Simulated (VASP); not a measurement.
Input of a VASP 6.6.1 run:

The input INCAR:

```
PREC = Accurate
ENCUT = 520
EDIFF = 1E-6
ISMEAR = -1
SIGMA = 0.08
LREAL = F
LASPH = T
NELM = 80
ALGO = Normal
ISIF = 2
LWAVE = F
LCHARG = T
GGA = PS
LELF = T
LVHAR = T
NBANDS = 16
```

The input KPOINTS:

```
Automatic mesh
0
Gamma
  10 10 10
```

The input POSCAR:

```
InP
1.0
    0.0000000000      2.9392392532      2.9392392532
    2.9392392532      0.0000000000      2.9392392532
    2.9392392532      2.9392392532      0.0000000000
In P
1 1
Direct
    0.0000000000      0.0000000000      0.0000000000
    0.7500000000      0.7500000000      0.7500000000
```

Potentials or basis: VASP PAW PBE potentials, release 64 (In_d, P).

Launch:

```bash
$ cat potpaw_PBE.64/In_d/POTCAR potpaw_PBE.64/P/POTCAR > POTCAR
$ mpirun -np 1 vasp_std > vasp.out
```

(1) Estimate the band gap on the k mesh.

(2) What does it give for the pressure?

## Answers

(1) 0.57 eV, direct.

(2) 0.0 GPa.

Caveat: the PAW data sets were made with another functional, which shifts forces and pressure a little; spin-orbit coupling is left out, which moves the levels of the heavy elements.
